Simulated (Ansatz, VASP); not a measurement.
**AlGa2N2 in VASP and in Ansatz**

Contents of INCAR:

```
ALGO = Normal ; EDIFF = 1E-7
ENCUT = 520 ; GGA = PE
ISIF = 2 ; ISMEAR = 0
ISPIN = 2 ; LASPH = True
LCHARG = False ; LORBIT = 11
LREAL = False ; LWAVE = False
MAGMOM = 0 0 0 1 1 ; NBANDS = 32
NELM = 150 ; PREC = Accurate
SIGMA = 0.1
```

The input KPOINTS:

```
k-points
0
Gamma
  6 6 2
```

POSCAR

```
AlGa2N2
1.0
    3.3136559206      0.0000000000      0.0000000000
    0.0000000000      3.3136559206      0.0000000000
    0.0000000000      0.0000000000      7.5318152874
Al Ga N
1 2 2
Direct
    0.5000000000      0.5000000000      0.0000000000
    0.5000000000      0.5000000000      0.6724606249
    0.5000000000      0.5000000000      0.3275393751
    0.0000000000      0.5000000000      0.5000000000
    0.5000000000      0.0000000000      0.5000000000
```

Input for Ansatz:

```yaml
crystal:
  lattice:
    - [3.3136559206, 0.0, 0.0]
    - [0.0, 3.3136559206, 0.0]
    - [0.0, 0.0, 7.5318152874]
  atoms:
    - { symbol: Al, position: [0.5, 0.5, 0.0] }
    - { symbol: Ga, position: [0.5, 0.5, 0.6724606249] }
    - { symbol: Ga, position: [0.5, 0.5, 0.3275393751] }
    - { symbol: "N", position: [0.0, 0.5, 0.5], spin: 1.0 }
    - { symbol: "N", position: [0.5, 0.0, 0.5], spin: 1.0 }
basis:
  ecutwfc: 420
kpoints:
  mp_grid: { grid: [6, 6, 2] }
hamiltonian:
  xc: pbe
scf:
  occupations: { method: gaussian, width: 0.1 }
  lower_state_search: "off"
output:
  forces: true
  stress: true
  eigenvalues: true
  populations: true
magnetization:
  spin_polarized: true
```

Alike in both runs: task single point; functional PBE; k mesh 6 × 6 × 2; occupations gaussian, width 0.1 eV; collinear spin.

```csv
,VASP,Ansatz
version,VASP 6.6.1,Ansatz 0.2.0
potentials or method,"VASP PAW PBE potentials, release 64 (Al, Ga_d, N), cutoff 520 eV","scalar-relativistic, plane waves, PAW"
valence electrons in the cell,39,39
```

VASP gave:

| Property | Result |
| --- | --- |
| gap on the k mesh at the Fermi level (eV) | none |
| pressure (GPa) | 0.7 |
| traceless stress, the component that is largest in VASP (GPa) | 1.21 |
| rms of the force components (eV/Å) | 0.070 |
| net moment per atom (μB) | 0.00 |

Problem. Which values does Ansatz return?

Solution. gap on the k mesh at the Fermi level (eV): none; pressure (GPa): 0.5; traceless stress, the component that is largest in VASP (GPa): 1.18; rms of the force components (eV/Å): 0.046; net moment per atom (μB): 0.00.

Atom by atom the forces differ by 0.024 eV/Å (rms over components). A gap of «none» marks a metal or a gap that the smearing closes. With one functional, cell and mesh, what is left measures potentials, basis and numerics. Ansatz's warnings: seeded moment not kept.

The k mesh is coarse, so the values compare programs but aren't converged.
